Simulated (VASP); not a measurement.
# NaH (Fm-3m) in VASP: further runs

NaH is run at these levels: PBE, LDA; tasks: single point.

Everything below comes from runs of VASP 6.6.1. Logs are shortened: lines on timing, memory, paths and dates and some standing lists are left out, and cuts for length are marked.

### Step 1. The cell of the first run

Symmetry: Fm-3m, No. 225, cubic system. Conventional cell: a = 4.795 Å, b = 4.795 Å, c = 4.795 Å, α = 90.00°, β = 90.00°, γ = 90.00°. Na (site symmetry m-3m) has 6 H at 2.40 Å within 3.2 Å. Within 3.2 Å of H (site symmetry m-3m) lie 6 Na at 2.40 Å.

### Step 2. Single point, PBE

INCAR

```
SYSTEM = NaH
ALGO = Normal
EDIFF = 1E-7
ENCUT = 520
GGA = PE
ISIF = 2
ISMEAR = 0
LASPH = .True.
LCHARG = .False.
LREAL = .False.
LWAVE = .False.
NBANDS = 11
NELM = 60
PREC = Accurate
SIGMA = 0.01
```

KPOINTS

```
k-points
0
Gamma
  4 4 4
  0 0 0
```

POSCAR

```
NaH
1.0
    0.0000000000      2.3975122885      2.3975122885
    2.3975122885      0.0000000000      2.3975122885
    2.3975122885      2.3975122885      0.0000000000
Na H
1 1
Direct
    0.0000000000      0.0000000000      0.0000000000
    0.5000000000      0.5000000000      0.5000000000
```

Potentials or basis: VASP PAW PBE potentials, release 64 (Na_pv, H).

On the command line:

```sh
> cat potpaw_PBE.64/Na_pv/POTCAR potpaw_PBE.64/H/POTCAR > POTCAR
> mpirun -np 1 vasp_std > vasp.out
```

OUTCAR:

```text
SYSTEM = NaH
   EDIFF = 1E-7
   ENCUT = 520
   GGA = PE
   ISIF = 2
   ISMEAR = 0
   LASPH = .True.
   LREAL = .False.
   NELM = 60
   PREC = Accurate

 ion  position               nearest neighbor table
   1  0.000  0.000  0.000-
   2  0.500  0.500  0.500-

  LATTYP: Found a face centered cubic cell.
 ALAT       =     4.7950245770

  Lattice vectors:

 A1 = (   0.0000000000,   2.3975122885,   2.3975122885)
 A2 = (   2.3975122885,   0.0000000000,   2.3975122885)
 A3 = (   2.3975122885,   2.3975122885,   0.0000000000)

Analysis of symmetry for initial positions (statically):
=====================================================================
 Subroutine PRICEL returns:
 Original cell was already a primitive cell.

 Routine SETGRP: Setting up the symmetry group for a
 face centered cubic supercell.

 Subroutine GETGRP returns: Found 48 space group operations
 (whereof 48 operations were pure point group operations)
 out of a pool of 48 trial point group operations.

The static configuration has the point symmetry O_h .

Analysis of symmetry for dynamics (positions and initial velocities):
=====================================================================
 Subroutine PRICEL returns:
 Original cell was already a primitive cell.

 Routine SETGRP: Setting up the symmetry group for a
 face centered cubic supercell.

 Subroutine GETGRP returns: Found 48 space group operations
 (whereof 48 operations were pure point group operations)
 out of a pool of 48 trial point group operations.

The dynamic configuration has the point symmetry O_h .

 Subroutine INISYM returns: Found 48 space group operations
 (whereof 48 operations are pure point group operations),
 and found     1 'primitive' translations

----------------------------------------------------------------------------------------

                                     Primitive cell

  volume of cell :      27.5621

  direct lattice vectors                    reciprocal lattice vectors
     0.000000000  2.397512289  2.397512289    -0.208549505  0.208549505  0.208549505
     2.397512289  0.000000000  2.397512289     0.208549505 -0.208549505  0.208549505
     2.397512289  2.397512289  0.000000000     0.208549505  0.208549505 -0.208549505

  length of vectors
     3.390594394  3.390594394  3.390594394     0.361218338  0.361218338  0.361218338

  position of ions in fractional coordinates (direct lattice)
     0.000000000  0.000000000  0.000000000
     0.500000000  0.500000000  0.500000000

  ion indices of the primitive-cell ions
   primitive index   ion index
[... 66 lines left out ...]
   TEBEG  =    0.0;   TEEND  =   0.0 temperature during run
   PSTRESS=    0.0 pullay stress
   NELECT =       8.0000    total number of electrons
   NUPDOWN=      -1.0000    fix difference up-down
   EMIN   =  10.00;   EMAX   =-10.00  energy-range for DOS
   EFERMI =   0.00;   METHOD = LEGACY
   ISMEAR =     0;   SIGMA  =   0.01  broadening in eV -4-tet -1-fermi 0-gaus
   EFERMI_NEDOS =   21; number of points for ismear=-14 and -15
   IALGO  =     38    algorithm
   IMIX   =      4    mixing-type and parameters
     AMIX     =   0.40;   BMIX     =  1.00
     AMIX_MAG =   1.60;   BMIX_MAG =  1.00
  volume/ion in A,a.u.               =      13.78        93.00
  Fermi-wavevector in a.u.,A,eV,Ry     =   1.083929  2.048328 15.985500  1.174901
  Thomas-Fermi vector in A             =   2.220006
   LORBIT       =      0    0 simple, 1 ext, 2 COOP (PROOUT), +10 PAW based schemes
   GGA     = PE    functional components
   LHFCALC =     F    Hartree Fock is set to
   AEXX    =    0.0000 exact exchange contribution
   IVDW    =     0    specifies the selected vdW correction
   LEPSILON=     F    determine dielectric tensor
   LRPA    =     F    only Hartree local field effects (RPA)
 non-spin polarized calculation
 Gauss-broadening in eV      SIGMA  =   0.01
  energy-cutoff  :      520.00
  volume of cell :       27.56
 maximum number of plane-waves:       754
 NGX is ok and might be reduce to    28
   NGX = 13   NGY = 13   NGZ = 13

 number of electron       7.9999992 magnetization

 Free energy of the ion-electron system (eV)
  ---------------------------------------------------
  ext. energy  EPLUGINS =         0.00000000
  ---------------------------------------------------
  free energy    TOTEN  =        -5.08638364 eV

  energy without entropy =       -5.08638364  energy(sigma->0) =       -5.08638364

 E-fermi :  -0.8892     XC(G=0):  -7.8488

 val. band max:       -1.0396212886   @ k =  -0.2500   0.5000   0.2500
 cond. band min:       2.7607790808   @ k =   0.5000   0.0000   0.0000
 fundamental gap:      3.8004003693
 Fermi energy:        -0.8891791746

 k-point     1 :       0.0000    0.0000    0.0000
  band No.  band energies     occupation
      1     -23.0996      2.00000
      2     -23.0996      2.00000
      3     -23.0996      2.00000
      4      -4.7228      2.00000
      5       9.5861      0.00000
      6      14.7383      0.00000
      7      14.7383      0.00000
      8      14.7383      0.00000
      9      15.6538      0.00000
     10      15.6538      0.00000
     11      15.6538      0.00000
[... 85 lines left out ...]
 k-point     8 :      -0.2500    0.5000    0.2500
  band No.  band energies     occupation
      1     -23.1618      2.00000
      2     -23.1618      2.00000
      3     -23.1361      2.00000
      4      -1.0396      2.00000
      5       5.0528      0.00000
      6       5.0528      0.00000
      7       7.4707      0.00000
      8      15.6135      0.00000
      9      16.9727      0.00000
     10      16.9727      0.00000
     11      18.5622      0.00000

------------------------ aborting loop because EDIFF is reached ----------------------------------------

  FORCE on cell =-STRESS in cart. coord.  units (eV):
  Direction    XX          YY          ZZ          XY          YZ          ZX
  --------------------------------------------------------------------------------------
  -------------------------------------------------------------------------------------
  Total        0.0897236      0.0897236      0.0897236      0.0000000     -0.0000000      0.0000000
  in kB        5.2156063      5.2156063      5.2156063      0.0000000     -0.0000000      0.0000000
  external PRESSURE =       5.2156063 kB  Pullay stress =       0.0000000 kB

 VOLUME and BASIS-vectors are now :
 -----------------------------------------------------------------------------
  energy-cutoff  :      520.00
  volume of cell :       27.56
      direct lattice vectors                 reciprocal lattice vectors
     0.000000000  2.397512289  2.397512289    -0.208549505  0.208549505  0.208549505
     2.397512289  0.000000000  2.397512289     0.208549505 -0.208549505  0.208549505
     2.397512289  2.397512289  0.000000000     0.208549505  0.208549505 -0.208549505

 POSITION                                       TOTAL-FORCE (eV/Angst)
 -----------------------------------------------------------------------------------
      0.00000      0.00000      0.00000         0.000000      0.000000     -0.000000
      2.39751      2.39751      2.39751        -0.000000     -0.000000      0.000000
 -----------------------------------------------------------------------------------
    total drift:                               -0.000000     -0.000000      0.000000

  FREE ENERGIE OF THE ION-ELECTRON SYSTEM (eV)
  ---------------------------------------------------
  free  energy   TOTEN  =        -5.0863836362 eV

  energy  without entropy=       -5.0863836362  energy(sigma->0) =       -5.08638364
```

stdout:

```text
POSCAR found type information on POSCAR NaH
 POSCAR found :  2 types and       2 ions
 scaLAPACK will be used
 LDA part: xc-table for (Slater+PW92), standard interpolation
 POSCAR, INCAR and KPOINTS ok, starting setup
 FFT: planning ... GRIDC
 FFT: planning ... GRID_SOFT
 FFT: planning ... GRID
 WAVECAR not read
 entering main loop
```

It took 9.5 s on 1 thread of Intel Xeon 8259CL, shared host; peak memory 0.14 GiB.

What came out:

```yaml
Free_energy: -5.0864 eV
Pressure: 0.5 GPa
Band_gap_on_the_k_mesh: 3.80 eV, indirect (least direct gap 4.67 eV)
```

Levels at points of the mesh, in eV from the valence-band top:
```tsv
k point	band 1	band 2	band 3	band 4	band 5	band 6	band 7	band 8
(0.00, 0.00, 0.00)	-22.06	-22.06	-22.06	-3.68	10.63	15.78	15.78	15.78
(0.50, 0.00, 0.00)	-22.16	-22.07	-22.07	-0.87	3.80	10.94	13.53	13.53
(0.50, 0.50, 0.00)	-22.15	-22.09	-22.09	-0.18	4.68	10.12	10.82	10.82
```

Caveat: the k points lie up to 0.57 Å⁻¹ apart. A k mesh can miss the band edges.

### Step 3. Single point, LDA

INCAR

```
  PREC = Accurate
  ENCUT = 520
  EDIFF = 1E-6
  ISMEAR = 0
  SIGMA = 0.01
  LREAL = F
  LASPH = T
  NELM = 60
  ALGO = Normal
  ISIF = 2
  LWAVE = F
  LCHARG = T
  LELF = T
  LVHAR = T
  NBANDS = 11
```

KPOINTS

```
Automatic mesh
0
Gamma
  4 4 4
```

POSCAR is that of step 2.

Potentials or basis: VASP PAW LDA potentials, release 64 (Na_pv, H).

On the command line:

```sh
> cat potpaw_LDA.64/Na_pv/POTCAR potpaw_LDA.64/H/POTCAR > POTCAR
> mpirun -np 1 vasp_std > vasp.out
```

OUTCAR:

```text
PREC = Accurate
   ENCUT = 520
   EDIFF = 1E-6
   ISMEAR = 0
   LREAL = F
   LASPH = T
   NELM = 60
   ISIF = 2

 ion  position               nearest neighbor table
   1  0.000  0.000  0.000-
   2  0.500  0.500  0.500-

  LATTYP: Found a face centered cubic cell.
 ALAT       =     4.7950245770

  Lattice vectors:

 A1 = (   0.0000000000,   2.3975122885,   2.3975122885)
 A2 = (   2.3975122885,   0.0000000000,   2.3975122885)
 A3 = (   2.3975122885,   2.3975122885,   0.0000000000)

Analysis of symmetry for initial positions (statically):
=====================================================================
 Subroutine PRICEL returns:
 Original cell was already a primitive cell.

 Routine SETGRP: Setting up the symmetry group for a
 face centered cubic supercell.

 Subroutine GETGRP returns: Found 48 space group operations
 (whereof 48 operations were pure point group operations)
 out of a pool of 48 trial point group operations.

The static configuration has the point symmetry O_h .

Analysis of symmetry for dynamics (positions and initial velocities):
=====================================================================
 Subroutine PRICEL returns:
 Original cell was already a primitive cell.

 Routine SETGRP: Setting up the symmetry group for a
 face centered cubic supercell.

 Subroutine GETGRP returns: Found 48 space group operations
 (whereof 48 operations were pure point group operations)
 out of a pool of 48 trial point group operations.

The dynamic configuration has the point symmetry O_h .

 Subroutine INISYM returns: Found 48 space group operations
 (whereof 48 operations are pure point group operations),
 and found     1 'primitive' translations

----------------------------------------------------------------------------------------

[... 99 lines left out ...]
   LORBIT       =      0    0 simple, 1 ext, 2 COOP (PROOUT), +10 PAW based schemes
   GGA     = CA    functional components
   LHFCALC =     F    Hartree Fock is set to
   AEXX    =    0.0000 exact exchange contribution
   IVDW    =     0    specifies the selected vdW correction
   LEPSILON=     F    determine dielectric tensor
   LRPA    =     F    only Hartree local field effects (RPA)
 non-spin polarized calculation
 Gauss-broadening in eV      SIGMA  =   0.01
  energy-cutoff  :      520.00
  volume of cell :       27.56
 maximum number of plane-waves:       754
 NGX is ok and might be reduce to    28
   NGX = 13   NGY = 13   NGZ = 13

 number of electron       8.0000000 magnetization

 Free energy of the ion-electron system (eV)
  ---------------------------------------------------
  ext. energy  EPLUGINS =         0.00000000
  ---------------------------------------------------
  free energy    TOTEN  =        -5.39956885 eV

  energy without entropy =       -5.39956885  energy(sigma->0) =       -5.39956885

 E-fermi :  -1.0481     XC(G=0):  -8.3172

 val. band max:       -1.1421586176   @ k =  -0.2500   0.5000   0.2500
 cond. band min:       2.3020166819   @ k =   0.5000   0.0000   0.0000
 fundamental gap:      3.4441752994
 Fermi energy:        -1.0480531137

 k-point     1 :       0.0000    0.0000    0.0000
  band No.  band energies     occupation
      1     -23.2753      2.00000
      2     -23.2753      2.00000
      3     -23.2753      2.00000
      4      -4.9986      2.00000
      5       9.4508      0.00000
      6      14.2156      0.00000
      7      14.2156      0.00000
      8      14.2156      0.00000
      9      15.2632      0.00000
     10      15.2632      0.00000
     11      15.2632      0.00000
[... 85 lines left out ...]
 k-point     8 :      -0.2500    0.5000    0.2500
  band No.  band energies     occupation
      1     -23.3405      2.00000
      2     -23.3405      2.00000
      3     -23.3135      2.00000
      4      -1.1422      2.00000
      5       4.6017      0.00000
      6       4.6017      0.00000
      7       6.9898      0.00000
      8      15.1718      0.00000
      9      16.4916      0.00000
     10      16.4916      0.00000
     11      18.0982      0.00000

------------------------ aborting loop because EDIFF is reached ----------------------------------------

  FORCE on cell =-STRESS in cart. coord.  units (eV):
  Direction    XX          YY          ZZ          XY          YZ          ZX
  --------------------------------------------------------------------------------------
  -------------------------------------------------------------------------------------
  Total       -0.2880295     -0.2880295     -0.2880295      0.0000000     -0.0000000      0.0000000
  in kB      -16.7430662    -16.7430662    -16.7430662      0.0000000     -0.0000000      0.0000000
  external PRESSURE =     -16.7430662 kB  Pullay stress =       0.0000000 kB

 VOLUME and BASIS-vectors are now :
 -----------------------------------------------------------------------------
  energy-cutoff  :      520.00
  volume of cell :       27.56
      direct lattice vectors                 reciprocal lattice vectors
     0.000000000  2.397512289  2.397512289    -0.208549505  0.208549505  0.208549505
     2.397512289  0.000000000  2.397512289     0.208549505 -0.208549505  0.208549505
     2.397512289  2.397512289  0.000000000     0.208549505  0.208549505 -0.208549505

 POSITION                                       TOTAL-FORCE (eV/Angst)
 -----------------------------------------------------------------------------------
      0.00000      0.00000      0.00000         0.000000      0.000000      0.000000
      2.39751      2.39751      2.39751        -0.000000     -0.000000     -0.000000
 -----------------------------------------------------------------------------------
    total drift:                               -0.000000     -0.000000      0.000000

  FREE ENERGIE OF THE ION-ELECTRON SYSTEM (eV)
  ---------------------------------------------------
  free  energy   TOTEN  =        -5.3995688533 eV

  energy  without entropy=       -5.3995688533  energy(sigma->0) =       -5.39956885
```

stdout:

```text
POSCAR found type information on POSCAR NaH
 POSCAR found :  2 types and       2 ions
 scaLAPACK will be used
 LDA part: xc-table for (Slater(with rela. corr.)+CA(PZ))
 , standard interpolation
 POSCAR, INCAR and KPOINTS ok, starting setup
 FFT: planning ... GRIDC
 FFT: planning ... GRID_SOFT
 FFT: planning ... GRID
 WAVECAR not read
 entering main loop
```

Wall time 10 s (1 thread of Intel Xeon 8259CL, shared host); peak memory 0.13 GiB.

Results:

```
Free energy            : -5.3996 eV
Pressure               : -1.7 GPa
Band gap on the k mesh : 3.44 eV, indirect (least direct gap 4.37 eV)
```

Caveat: the k points lie up to 0.57 Å⁻¹ apart. A k mesh can miss the band edges.

### Step 4. Single point, PBE

INCAR

```
PREC = Accurate ; ENCUT = 520
EDIFF = 1E-6 ; ISMEAR = 0
SIGMA = 0.01 ; LREAL = F
LASPH = T ; NELM = 60
ALGO = Normal ; ISIF = 2
LWAVE = F ; LCHARG = F
GGA = PE ; NBANDS = 11
```

KPOINTS is that of step 3.

POSCAR is that of step 3.

Potentials or basis: VASP PAW PBE potentials, release 64 (Na_pv, H).

On the command line:

```sh
> cat potpaw_PBE.64/Na_pv/POTCAR potpaw_PBE.64/H/POTCAR > POTCAR
> mpirun -np 1 vasp_std > vasp.out
```

Run time: 9 s. Hardware: 1 thread of Intel Xeon 8259CL, shared host; peak memory 0.14 GiB.

Results (log left out):

```yaml
Free_energy: -5.0864 eV
Pressure: 0.5 GPa
Band_gap_on_the_k_mesh: 3.80 eV, indirect (least direct gap 4.67 eV)
```

Levels at points of the mesh, in eV from the valence-band top:
```
           k point  band 2  band 3  band 4  band 5  band 6  band 7
(0.00, 0.00, 0.00)  -22.06  -22.06   -3.68   10.63   15.78   15.78
(0.50, 0.00, 0.00)  -22.07  -22.07   -0.87    3.80   10.94   13.53
(0.50, 0.50, 0.00)  -22.09  -22.09   -0.18    4.68   10.12   10.82
```

Caveat: the k points lie up to 0.57 Å⁻¹ apart. A k mesh can miss the band edges.
